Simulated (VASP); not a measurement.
## K: relaxation of cell and atoms with PBEsol

K:

```
CELL_PARAMETERS angstrom
4.76240 0.00000 0.00000
-2.38120 4.12436 0.00000
0.00000 0.00000 7.82997
ATOMIC_POSITIONS crystal
K 0.33333 0.66667 0.25000
K 0.66667 0.33333 0.75000
```

This isn't the form of K at room conditions, which is bcc.

* Program: VASP 6.6.1
* Task: relaxation of cell and atoms
* Functional: PBEsol
* Potentials or basis: VASP PAW PBE potentials, release 64 (K_sv)
* Cutoff: 600 eV
* k mesh: 7 × 7 × 4
* Occupations: fermi-dirac, width 0.1 eV
* Spin: no spin polarisation
* Dipole correction: no
* Further INCAR settings: ALGO = Normal; EDIFF = 1e-07; IBRION = 2; EDIFFG = -0.03; NSW = 60; ISIF = 3

- Relaxed volume: 72.27 Å³/atom
- Relaxed cell: a = 4.658 Å, b = 4.658 Å, c = 7.691 Å, α = 90.00°, β = 90.00°, γ = 120.00°
- Space group after relaxing (to 0.1 Å): P6_3/mmc (No. 194)
- Energy gained by relaxing: 4.4 meV/atom
- Ionic steps: 3
- Pressure after relaxing: -0.1 GPa
- Band gap on the k mesh: zero (bands 9 and 10 overlap by 2.25 eV)

The path:
| step | energy change (eV) | largest force (eV/Å) | pressure (GPa) | volume (Å³) |
| --- | --- | --- | --- | --- |
| 1 | 0.0000 | 0.0000 | -0.24 | 153.79 |
| 2 | -0.0036 | 0.0000 | -0.19 | 151.22 |
| 3 | -0.0088 | 0.0000 | -0.05 | 144.55 |

Final structure:
```yaml
crystal:
  lattice:
    - [4.65846, 0.00000, 0.00000]
    - [-2.32923, 4.03434, 0.00000]
    - [0.00000, 0.00000, 7.69113]
  atoms:
    - { symbol: K, position: [0.33333, 0.66667, 0.25000] }
    - { symbol: K, position: [0.66667, 0.33333, 0.75000] }
```

Levels at points of the mesh, in eV from the Fermi level:
```csv
k point,band 7,band 8,band 9,band 10,band 11,band 12
"(0.00, 0.00, 0.00)",-15.49,-15.49,-2.19,0.29,0.52,4.12
"(0.00, 0.00, 0.50)",-15.49,-15.49,-1.47,-1.47,2.71,2.71
```

Wall time 100 s on 1 thread of Intel(R) Xeon(R) 6975P-C (Granite Rapids), on a shared host, peak memory 0.33 GiB.

Caveat: the PAW data sets were made with another functional, which shifts forces and pressure a little.
